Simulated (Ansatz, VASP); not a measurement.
**Co in VASP and in Ansatz**

```xyz
7
Lattice="2.4930 0.0000 0.0000 -1.2465 2.1590 0.0000 0.0000 0.0000 28.1108" Properties=species:S:1:pos:R:3 pbc="T T T"
Co    0.0000    0.0000    8.0399
Co    0.0000    1.4394   10.0004
Co    0.0000    0.0000   12.0431
Co    0.0000    1.4394   14.0554
Co    0.0000    0.0000   16.0678
Co    0.0000    1.4394   18.1104
Co    0.0000    0.0000   20.0709
```

Alike in both runs: functional PBE; k mesh 15 × 15 × 1; occupations fermi-dirac, width 0.1 eV; collinear spin.

Ansatz relaxed the structure, and its values are those at the end. VASP's run is a single point on that final structure, the one shown.

|  | VASP | Ansatz |
| --- | --- | --- |
| version | VASP 6.6.1 | Ansatz 0.2.0 |
| potentials or method | VASP PAW PBE potentials, release 64 (Co) | PAW with Ansatz's default frozen-core files, scalar-relativistic |
| plane-wave cutoff (eV) | 520 | 420 |
| valence electrons in the cell | 63 | 119 |

|  | VASP | Ansatz | Ansatz less VASP |
| --- | --- | --- | --- |
| rms of the force components (eV/Å) | 0.010 | 0.000 | -0.0101 |
| net moment per atom (μB) | 1.65 | 1.66 | +0.005 |
| size of the moment on the site where the two differ most (μB) | 1.66 | 1.73 | +0.063 |

Site moments also hang on the region over which each program counts them. VASP's potentials hold 63 valence electrons a cell and Ansatz's 119, so a difference there can come from the potentials and not from the codes. Ansatz's warnings: stress scf threshold loose.
